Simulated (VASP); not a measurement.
A run of VASP 6.6.1 is set up as follows.

INCAR

```
SYSTEM = Ge
PREC     = Accurate       ! precision mode
ENCUT    = 520            ! plane-wave cutoff, eV
EDIFF    = 1E-6           ! SCF threshold, eV
ISMEAR   = 0              ! smearing method
SIGMA    = 0.1            ! smearing width, eV
LREAL    = .False.        ! projectors in reciprocal space
LASPH    = .True.         ! aspherical terms in the spheres
NELM     = 100            ! most SCF steps
ALGO     = Normal         ! electronic algorithm
ISIF     = 2              ! what is computed and relaxed
LWAVE    = .False.        ! write WAVECAR
LCHARG   = .False.        ! write CHGCAR
GGA      = PE             ! functional
NBANDS   = 36             ! bands
```

The input KPOINTS:

```
Automatic mesh
0
Gamma
  14 14 10
  0 0 0
```

POSCAR

```
Ge
1.0
    2.9374121747      2.9374121747      0.0000000000
   -2.9374121747      2.9374121747      0.0000000000
    0.0000000000      0.0000000000      5.6798064089
Ge
4
Direct
    0.5000000000      0.5000000000      0.5000000000
    0.5000000000      0.0000000000      0.2500000000
    0.0000000000      0.0000000000      0.0000000000
    0.0000000000      0.5000000000      0.7500000000
```

Potentials or basis: VASP PAW PBE potentials, release 64 (Ge_d).

The run is started by

```sh
$ cat potpaw_PBE.64/Ge_d/POTCAR > POTCAR
$ mpirun -np 1 vasp_std > vasp.out
```

(1) Estimate the pressure.

(2) Predict the band gap on the k mesh.

## Answers

(1) -1.4 GPa.

(2) zero (bands 28 and 29 overlap by 0.03 eV).

Caveat: the cell differs from its parent crystal (biaxial strain in the a-b plane: +2.0 %, then relaxed in part); semilocal functionals underestimate gaps, so a narrow gap can read as zero.
